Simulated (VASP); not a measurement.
Input of a VASP 6.6.1 run:

The input INCAR:

```
SYSTEM = BaSnAu
ALGO = Normal
EDIFF = 1E-7
EDIFFG = -0.04
ENCUT = 500
GGA = PE
GGA_COMPAT = .False.
IBRION = 2
ISIF = 3
ISMEAR = 0
LASPH = .True.
LCHARG = .False.
LREAL = .False.
LWAVE = .False.
NELM = 120
NELMIN = 4
NSW = 90
PREC = Accurate
SIGMA = 0.1
```

Contents of KPOINTS:

```
k-points
0
Gamma
  6 6 2
  0 0 0
```

Contents of POSCAR:

```
BaSnAu
1.0
    3.3979511400      0.0000000000      0.0000000000
    0.0000000000      3.3979511400      0.0000000000
    0.0000000000      0.0000000000      9.1155246800
Ba Sn Au
1 1 1
Direct
    0.0000000000      0.0000000000      0.0000000000
    0.5000000000      0.5000000000      0.5000000000
    0.0000000000      0.0000000000      0.5000000000
```

Potentials or basis: VASP PAW PBE potentials, release 64 (Ba_sv, Sn_d, Au_sv_GW).

Command:

```sh
$ cat potpaw_PBE.64/Ba_sv/POTCAR potpaw_PBE.64/Sn_d/POTCAR potpaw_PBE.64/Au_sv_GW/POTCAR > POTCAR
$ mpirun -np 1 vasp_std > vasp.out
```

Q: Predict the band gap on the k mesh.

A: Zero (an odd number of electrons rules out a gap without spin polarisation).

Q: What does it give for the space group after relaxing (to 0.1 Å)?

A: P4/mmm (No. 123).

Q: Predict the relaxed volume.

A: 34.74 Å³/atom.

Final structure:
```
Ba Sn Au
1.0
     4.05229    0.00000    0.00000
     0.00000    4.05229    0.00000
     0.00000    0.00000    6.34704
Ba Sn Au
1 1 1
Direct
  0.00000 0.00000 0.00000
  0.50000 0.50000 0.50000
  0.00000 0.00000 0.50000
```

Caveat: a cell axis changed by over 15 % at a fixed basis, so the end point is rough; spin-orbit coupling is left out, which moves the levels of the heavy elements.
